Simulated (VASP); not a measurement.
# Ir (Fm-3m) in VASP: a series of runs

The runs below take Ir through single point, relaxation of cell and atoms, with PBE.

Everything below comes from runs of VASP 6.6.1. Logs are shortened: lines on timing, memory, paths and dates and some standing lists are left out, and cuts for length are marked.

## 1. The cell of the first run

The structure is cubic, space group Fm-3m (No. 225). Conventional cell: a = 3.876 Å, b = 3.876 Å, c = 3.876 Å, α = 90.00°, β = 90.00°, γ = 90.00°. Within 3.6 Å of Ir (site symmetry m-3m) lie 12 Ir at 2.74 Å.

## 2. Single point, PBE

Input file INCAR:

```
SYSTEM = Ir
  PREC = Accurate
  ENCUT = 520
  EDIFF = 1E-7
  ISMEAR = 0
  SIGMA = 0.1
  LREAL = .FALSE.
  LASPH = .TRUE.
  NELM = 100
  ALGO = Fast
  ISIF = 2
  LWAVE = .FALSE.
  LCHARG = .TRUE.
  GGA = PE
  LELF = .TRUE.
  LVHAR = .TRUE.
  NBANDS = 10
```

Input file KPOINTS:

```
regular mesh
0
G
  8 8 8
  0 0 0
```

Input file POSCAR:

```
Ir
1.0
    0.0000000000      1.9379612704      1.9379612704
    1.9379612704      0.0000000000      1.9379612704
    1.9379612704      1.9379612704      0.0000000000
Ir
1
Direct
    0.0000000000      0.0000000000      0.0000000000
```

Potentials or basis: VASP PAW PBE potentials, release 64 (Ir).

Command:

```bash
$ cat potpaw_PBE.64/Ir/POTCAR > POTCAR
$ mpirun -np 1 vasp_std > vasp.out
```

OUTCAR:

```text
SYSTEM = Ir
   PREC = Accurate
   ENCUT = 520
   EDIFF = 1E-7
   ISMEAR = 0
   LREAL = .FALSE.
   LASPH = .TRUE.
   NELM = 100
   ISIF = 2
   GGA = PE

 ion  position               nearest neighbor table
   1  0.000  0.000  0.000-

  LATTYP: Found a face centered cubic cell.
 ALAT       =     3.8759225408

  Lattice vectors:

 A1 = (   0.0000000000,   1.9379612704,   1.9379612704)
 A2 = (   1.9379612704,   0.0000000000,   1.9379612704)
 A3 = (   1.9379612704,   1.9379612704,   0.0000000000)

Analysis of symmetry for initial positions (statically):
=====================================================================
 Subroutine PRICEL returns:
 Original cell was already a primitive cell.

 Routine SETGRP: Setting up the symmetry group for a
 face centered cubic supercell.

 Subroutine GETGRP returns: Found 48 space group operations
 (whereof 48 operations were pure point group operations)
 out of a pool of 48 trial point group operations.

The static configuration has the point symmetry O_h .

Analysis of symmetry for dynamics (positions and initial velocities):
=====================================================================
 Subroutine PRICEL returns:
 Original cell was already a primitive cell.

 Routine SETGRP: Setting up the symmetry group for a
 face centered cubic supercell.

 Subroutine GETGRP returns: Found 48 space group operations
 (whereof 48 operations were pure point group operations)
 out of a pool of 48 trial point group operations.

The dynamic configuration has the point symmetry O_h .

 Subroutine INISYM returns: Found 48 space group operations
 (whereof 48 operations are pure point group operations),
 and found     1 'primitive' translations

----------------------------------------------------------------------------------------

                                     Primitive cell

  volume of cell :      14.5568

  direct lattice vectors                    reciprocal lattice vectors
     0.000000000  1.937961270  1.937961270    -0.258003092  0.258003092  0.258003092
     1.937961270  0.000000000  1.937961270     0.258003092 -0.258003092  0.258003092
     1.937961270  1.937961270  0.000000000     0.258003092  0.258003092 -0.258003092

  length of vectors
     2.740691112  2.740691112  2.740691112     0.446874464  0.446874464  0.446874464

  position of ions in fractional coordinates (direct lattice)
     0.000000000  0.000000000  0.000000000

  ion indices of the primitive-cell ions
   primitive index   ion index
                 1           1

----------------------------------------------------------------------------------------

 KPOINTS: regular mesh

Automatic generation of k-mesh.
 Grid dimensions read from file:
 generate k-points for:    8    8    8

 Generating k-lattice:

  Cartesian coordinates                     Fractional coordinates (reciprocal lattice)
    -0.032250387  0.032250387  0.032250387     0.125000000  0.000000000  0.000000000
     0.032250387 -0.032250387  0.032250387     0.000000000  0.125000000  0.000000000
     0.032250387  0.032250387 -0.032250387     0.000000000  0.000000000  0.125000000

  Length of vectors
     0.055859308  0.055859308  0.055859308

  Shift w.r.t. Gamma in fractional coordinates (k-lattice)
     0.000000000  0.000000000  0.000000000

 Subroutine IBZKPT returns following result:
 ===========================================

 Found     29 irreducible k-points:

 Following reciprocal coordinates:
            Coordinates               Weight
  0.000000  0.000000  0.000000      1.000000
  0.125000  0.000000  0.000000      8.000000
  0.250000  0.000000  0.000000      8.000000
  0.375000  0.000000  0.000000      8.000000
  0.500000  0.000000  0.000000      4.000000
  0.125000  0.125000  0.000000      6.000000
[... 16 lines left out ...]
  0.500000  0.250000  0.125000     48.000000
 -0.375000  0.250000  0.125000     24.000000
 [... further k-points ...]
   k-points           NKPTS =     29   k-points in BZ     NKDIM =     29   number of bands    NBANDS=     10
   number of dos      NEDOS =    301   number of ions     NIONS =      1
   total plane-waves  NPLWV =   8000
   dimension x,y,z NGX =    20 NGY =   20 NGZ =   20
   dimension x,y,z NGXF=    40 NGYF=   40 NGZF=   40
   ions per type =               1
   NGX,Y,Z   is equivalent  to a cutoff of  12.13, 12.13, 12.13 a.u.
   NGXF,Y,Z  is equivalent  to a cutoff of  24.26, 24.26, 24.26 a.u.
 SYSTEM =  Ir
   PREC   = accura    normal or accurate (medium, high low for compatibility)
   ISTART =      0    job   : 0-new  1-cont  2-samecut
   ICHARG =      2    charge: 1-file 2-atom 10-const
   ISPIN  =      1    spin polarized calculation?
   LNONCOLLINEAR =      F non collinear calculations
   LSORBIT =      F    spin-orbit coupling
   LASPH  =      T    aspherical Exc in radial PAW
   ENCUT  =  520.0 eV  38.22 Ry    6.18 a.u.   5.10  5.10  5.10*2*pi/ulx,y,z
   NELM   =    100;   NELMIN=  2; NELMDL= -5     # of ELM steps
   EDIFF  = 0.1E-06   stopping-criterion for ELM
   LREAL  =      F    real-space projection
   EDIFFG = 0.1E-05   stopping-criterion for IOM
   NSW    =      0    number of steps for IOM
   IBRION =     -1    ionic relax: 0-MD 1-quasi-New 2-CG
   NFREE  =      0    steps in history (QN), initial steepest desc. (CG)
   ISIF   =      2    stress and relaxation
   ISYM   =      2    0-nonsym 1-usesym 2-fastsym
   POTIM  = 0.5000    time-step for ionic-motion
   TEBEG  =    0.0;   TEEND  =   0.0 temperature during run
   PSTRESS=    0.0 pullay stress
   NELECT =       9.0000    total number of electrons
   NUPDOWN=      -1.0000    fix difference up-down
   EMIN   =  10.00;   EMAX   =-10.00  energy-range for DOS
   EFERMI =   0.00;   METHOD = LEGACY
   ISMEAR =     0;   SIGMA  =   0.10  broadening in eV -4-tet -1-fermi 0-gaus
   EFERMI_NEDOS =   21; number of points for ismear=-14 and -15
   IALGO  =     68    algorithm
   IMIX   =      4    mixing-type and parameters
     AMIX     =   0.40;   BMIX     =  1.00
     AMIX_MAG =   1.60;   BMIX_MAG =  1.00
  volume/ion in A,a.u.               =      14.56        98.23
  Fermi-wavevector in a.u.,A,eV,Ry     =   1.394656  2.635519 26.464238  1.945067
  Thomas-Fermi vector in A             =   2.518184
   LORBIT       =      0    0 simple, 1 ext, 2 COOP (PROOUT), +10 PAW based schemes
   GGA     = PE    functional components
   LHFCALC =     F    Hartree Fock is set to
   AEXX    =    0.0000 exact exchange contribution
   IVDW    =     0    specifies the selected vdW correction
   LEPSILON=     F    determine dielectric tensor
   LRPA    =     F    only Hartree local field effects (RPA)
 non-spin polarized calculation
 RMM-DIIS sequential band-by-band and
 Gauss-broadening in eV      SIGMA  =   0.10
  energy-cutoff  :      520.00
  volume of cell :       14.56
 maximum number of plane-waves:       399
   NGX = 11   NGY = 11   NGZ = 11

 number of electron       9.0000000 magnetization

 Free energy of the ion-electron system (eV)
  ---------------------------------------------------
  ext. energy  EPLUGINS =         0.00000000
  ---------------------------------------------------
  free energy    TOTEN  =        -8.78209277 eV

  energy without entropy =       -8.77319140  energy(sigma->0) =       -8.77764208

 E-fermi :   9.9676     XC(G=0): -13.8177

 val. band max:        9.9238207165   @ k =  -0.3750   0.1250   0.0000
 cond. band min:       9.9875346575   @ k =  -0.3750   0.2500   0.0000
 fundamental gap:      0.0637139410
 Fermi energy:         9.9676285384

 k-point     1 :       0.0000    0.0000    0.0000
  band No.  band energies     occupation
      1      -0.8970      2.00000
      2       6.1973      2.00000
      3       6.1973      2.00000
      4       6.1973      2.00000
      5       8.7770      2.00000
      6       8.7770      2.00000
      7      24.2809      0.00000
      8      29.7194      0.00000
      9      29.7194      0.00000
     10      29.7194      0.00000

 k-point     2 :       0.1250    0.0000    0.0000
  band No.  band energies     occupation
      1      -0.2442      2.00000
      2       5.8920      2.00000
      3       6.4512      2.00000
      4       6.4512      2.00000
      5       8.6432      2.00000
      6       8.6432      2.00000
      7      25.3335      0.00000
      8      27.1483      0.00000
      9      30.7808      0.00000
     10      30.7808      0.00000

 k-point     3 :       0.2500    0.0000    0.0000
  band No.  band energies     occupation
      1       1.2645      2.00000
      2       5.7028      2.00000
      3       6.6267      2.00000
      4       6.6267      2.00000
      5       8.9543      2.00000
      6       8.9543      2.00000
      7      23.5854      0.00000
      8      26.5279      0.00000
      9      33.2846      0.00000
     10      33.2908      0.00000

 k-point     4 :       0.3750    0.0000    0.0000
  band No.  band energies     occupation
      1       2.0743      2.00000
      2       6.2932      2.00000
      3       6.2932      2.00000
      4       7.3381      2.00000
      5      10.1083      0.04660
      6      10.1083      0.04660
      7      19.5845      0.00000
      8      24.6900      0.00000
      9      31.0536      0.00000
     10      31.0536      0.00000

 k-point     5 :       0.5000    0.0000    0.0000
  band No.  band energies     occupation
      1       2.1125      2.00000
      2       6.1065      2.00000
      3       6.1065      2.00000
      4       9.2347      2.00000
      5      10.7691      0.00000
      6      10.7691      0.00000
      7      16.8956      0.00000
      8      23.8313      0.00000
      9      29.4584      0.00000
     10      29.4584      0.00000

 k-point     6 :       0.1250    0.1250    0.0000
  band No.  band energies     occupation
      1      -0.0215      2.00000
      2       5.5740      2.00000
      3       6.6956      2.00000
      4       6.6956      2.00000
      5       8.0665      2.00000
      6       9.0330      2.00000
      7      25.7564      0.00000
      8      28.1350      0.00000
      9      29.8602      0.00000
     10      29.8602      0.00000
[... 183 lines left out ...]
 k-point    21 :       0.5000    0.5000    0.0000
  band No.  band energies     occupation
      1       2.3382      2.00000
      2       2.8813      2.00000
      3      10.7434      0.00000
      4      11.3151      0.00000
      5      11.3151      0.00000
      6      11.6177      0.00000
      7      20.0477      0.00000
      8      21.4930      0.00000
      9      21.4930      0.00000
     10      30.7790      0.00000

 k-point    22 :       0.3750    0.2500    0.1250
  band No.  band energies     occupation
      1       2.6288      2.00000
      2       4.6162      2.00000
      3       6.1264      2.00000
      4       8.1329      2.00000
      5       8.1986      2.00000
      6      10.6686      0.00000
      7      24.0117      0.00000
      8      26.5590      0.00000
      9      28.2896      0.00000
     10      30.3757      0.00000

 k-point    23 :       0.5000    0.2500    0.1250
  band No.  band energies     occupation
      1       3.5113      2.00000
      2       5.1398      2.00000
      3       5.5093      2.00000
      4       7.7594      2.00000
      5       9.7740      1.99383
      6      12.6682      0.00000
      7      19.9240      0.00000
      8      25.0923      0.00000
      9      26.5480      0.00000
     10      31.0584      0.00000

 k-point    24 :      -0.3750    0.2500    0.1250
  band No.  band energies     occupation
      1       3.5430      2.00000
      2       4.9189      2.00000
      3       6.4534      2.00000
      4       7.4572      2.00000
      5      10.4669      0.00000
      6      14.9550      0.00000
      7      16.3570      0.00000
      8      25.4744      0.00000
      9      25.4746      0.00000
     10      29.5017      0.00000

 [... further k-points ...]

------------------------ aborting loop because EDIFF is reached ----------------------------------------

  FORCE on cell =-STRESS in cart. coord.  units (eV):
  Direction    XX          YY          ZZ          XY          YZ          ZX
  --------------------------------------------------------------------------------------
  -------------------------------------------------------------------------------------
  Total        0.0356918      0.0356918      0.0356918      0.0000000     -0.0000000      0.0000000
  in kB        3.9283878      3.9283878      3.9283878      0.0000000     -0.0000000      0.0000000
  external PRESSURE =       3.9283878 kB  Pullay stress =       0.0000000 kB

 VOLUME and BASIS-vectors are now :
 -----------------------------------------------------------------------------
  energy-cutoff  :      520.00
  volume of cell :       14.56
      direct lattice vectors                 reciprocal lattice vectors
     0.000000000  1.937961270  1.937961270    -0.258003092  0.258003092  0.258003092
     1.937961270  0.000000000  1.937961270     0.258003092 -0.258003092  0.258003092
     1.937961270  1.937961270  0.000000000     0.258003092  0.258003092 -0.258003092

 POSITION                                       TOTAL-FORCE (eV/Angst)
 -----------------------------------------------------------------------------------
      0.00000      0.00000      0.00000        -0.000000      0.000000     -0.000000
 -----------------------------------------------------------------------------------
    total drift:                               -0.000000     -0.000000     -0.000000

  FREE ENERGIE OF THE ION-ELECTRON SYSTEM (eV)
  ---------------------------------------------------
  free  energy   TOTEN  =        -8.7820927660 eV

  energy  without entropy=       -8.7731913978  energy(sigma->0) =       -8.77764208
```

Wall time 5.2 s (1 thread of AMD EPYC 7R13 (Zen 3), shared host); peak memory 0.1 GiB.

What came out:

* Free energy: -8.7821 eV
* Pressure: 0.4 GPa

Caveat: spin-orbit coupling is left out, which moves the levels of the heavy elements.

## 3. Relaxation of cell and atoms, PBE

This run uses another cell than the first one, of 14.16 Å³/atom, 0.972 times its volume.

Input file INCAR:

```
PREC = Accurate
ENCUT = 600
EDIFF = 1E-6
ISMEAR = 0
SIGMA = 0.1
LREAL = F
LASPH = T
NELM = 100
ALGO = Fast
ISIF = 3
LWAVE = F
LCHARG = F
GGA = PE
IBRION = 2
NSW = 100
EDIFFG = -0.05
```

Input file KPOINTS:

```
regular mesh
0
Gamma
  8 8 8
```

Input file POSCAR:

```
Ir
1.0
    0.0000000000      1.9200010851      1.9200010851
    1.9200010851      0.0000000000      1.9200010851
    1.9200010851      1.9200010851      0.0000000000
Ir
1
Direct
    0.0000000000      0.0000000000      0.0000000000
```

Potentials or basis: VASP PAW PBE potentials, release 64 (Ir).

Command:

```bash
$ cat potpaw_PBE.64/Ir/POTCAR > POTCAR
$ mpirun -np 1 vasp_std > vasp.out
```

Run time: 16 s. Hardware: 1 thread of AMD EPYC 7R13 (Zen 3), shared host; peak memory 0.12 GiB.

It converged, with:

- Free energy: -8.7823 eV
- Relaxed volume: 14.57 Å³/atom
- Relaxed cell: a = 2.742 Å, b = 2.742 Å, c = 2.742 Å, α = 60.00°, β = 60.00°, γ = 60.00°
- Space group after relaxing (to 0.05 Å): Fm-3m (No. 225)
- Energy gained by relaxing: 13.9 meV/atom
- Ionic steps: 4
- Pressure after relaxing: 0.1 GPa

Step by step:
```csv
step,energy change (eV),largest force (eV/Å),pressure (GPa),volume (Å³)
1,0.0000,0.0000,10.85,14.16
2,0.1454,0.0000,-27.93,16.21
3,-0.0139,0.0000,-0.56,14.60
4,-0.0139,0.0000,0.14,14.57
```

Final structure:
```
Ir
1.0
     0.00000    1.93873    1.93873
     1.93873    0.00000    1.93873
     1.93873    1.93873    0.00000
Ir
1
Direct
  0.00000 0.00000 0.00000
```

Levels at points of the mesh, in eV from the Fermi level:
| k point | band 1 | band 2 | band 3 | band 4 | band 5 | band 6 | band 7 | band 8 |
| --- | --- | --- | --- | --- | --- | --- | --- | --- |
| (0.00, 0.00, 0.00) | -10.85 | -3.76 | -3.76 | -3.76 | -1.19 | -1.19 | 14.32 | 19.75 |
| (0.50, 0.00, 0.00) | -7.84 | -3.85 | -3.85 | -0.73 | 0.80 | 0.80 | 6.92 | 13.87 |
| (0.50, 0.50, 0.00) | -7.62 | -7.07 | 0.77 | 1.34 | 1.34 | 1.65 | 10.06 | 11.52 |

Caveat: spin-orbit coupling is left out, which moves the levels of the heavy elements.

## 4. Single point, PBE

This run uses another cell than the first one, of 14.50 Å³/atom, 0.996 times its volume.

Input file INCAR:

```
SYSTEM = Ir
ALGO = Normal ; EDIFF = 1E-6
ENCUT = 520 ; GGA = PE
ISIF = 2 ; ISMEAR = 0
LASPH = .TRUE. ; LCHARG = .FALSE.
LREAL = .FALSE. ; LWAVE = .FALSE.
NBANDS = 10 ; NELM = 60
PREC = Accurate ; SIGMA = 0.1
```

Input file KPOINTS:

```
k-points
0
G
  18 18 18
  0 0 0
```

Input file POSCAR:

```
Ir
1.0
    0.0000000000      1.9353281669      1.9353281669
    1.9353281669      0.0000000000      1.9353281669
    1.9353281669      1.9353281669      0.0000000000
Ir
1
Direct
    0.0000000000      0.0000000000      0.0000000000
```

Command:

```bash
$ cat potpaw_PBE.64/Ir/POTCAR > POTCAR
$ mpirun -np 1 vasp_std > vasp.out
```

Wall time 14 s (1 thread of AMD EPYC 7R13 (Zen 3), shared host); peak memory 0.12 GiB.

Results (log left out):

| Property | Result |
| --- | --- |
| Free energy | -8.8538 eV |
| Pressure | 0.5 GPa |

Levels at points of the mesh, in eV from the Fermi level:
```csv
k point,band 2,band 3,band 4,band 5,band 6,band 7
"(0.00, 0.00, 0.00)",-3.77,-3.77,-3.77,-1.19,-1.19,14.34
"(0.50, 0.00, 0.00)",-3.87,-3.87,-0.73,0.82,0.82,6.99
"(0.50, 0.50, 0.00)",-7.11,0.79,1.38,1.38,1.67,10.15
```

Caveat: spin-orbit coupling is left out, which moves the levels of the heavy elements.

## 5. Relaxation of cell and atoms, PBE

Input file INCAR:

```
SYSTEM = Ir
  PREC = Accurate
  ENCUT = 600
  EDIFF = 1E-7
  ISMEAR = 0
  SIGMA = 0.1
  LREAL = .FALSE.
  LASPH = .TRUE.
  NELM = 60
  ALGO = Normal
  ISIF = 3
  LWAVE = .FALSE.
  LCHARG = .FALSE.
  GGA = PE
  IBRION = 2
  NSW = 100
  EDIFFG = -0.005
```

Input file KPOINTS:

```
regular mesh
0
G
  18 18 18
  0 0 0
```

Input file POSCAR:

```
Ir
1.0
    0.0000000000      1.9379612704      1.9379612704
    1.9379612704      0.0000000000      1.9379612704
    1.9379612704      1.9379612704      0.0000000000
Ir
1
Direct
    0.0000000000      0.0000000000      0.0000000000
```

Command:

```bash
$ cat potpaw_PBE.64/Ir/POTCAR > POTCAR
$ mpirun -np 1 vasp_std > vasp.out
```

Run time: 38 s. Hardware: 1 thread of AMD EPYC 7R13 (Zen 3), shared host; peak memory 0.14 GiB.

The run converged. Its results:

```yaml
Free_energy: -8.8540 eV
Relaxed_volume: 14.52 Å³/atom
Relaxed_cell: a = 2.738 Å, b = 2.738 Å, c = 2.738 Å, α = 60.00°, β = 60.00°, γ = 60.00°
Space_group_after_relaxing_to_0.05_Å: Fm-3m (No. 225)
Energy_gained_by_relaxing: 0.1 meV/atom
Ionic_steps: 3
Pressure_after_relaxing: 0.0 GPa
```

Final structure:
```
Ir
1.0
     0.00000    1.93636    1.93636
     1.93636    0.00000    1.93636
     1.93636    1.93636    0.00000
Ir
1
Direct
  0.00000 0.00000 0.00000
```

Levels at points of the mesh, in eV from the Fermi level:
| k point | band 1 | band 2 | band 3 | band 4 | band 5 | band 6 | band 7 | band 8 |
| --- | --- | --- | --- | --- | --- | --- | --- | --- |
| (0.00, 0.00, 0.00) | -10.87 | -3.76 | -3.76 | -3.76 | -1.19 | -1.19 | 14.34 | 19.78 |
| (0.50, 0.00, 0.00) | -7.86 | -3.86 | -3.86 | -0.72 | 0.82 | 0.82 | 6.97 | 13.88 |
| (0.50, 0.50, 0.00) | -7.65 | -7.09 | 0.79 | 1.37 | 1.37 | 1.67 | 10.13 | 11.56 |

Caveat: spin-orbit coupling is left out, which moves the levels of the heavy elements.

(Part 1 of 2 ends here.)
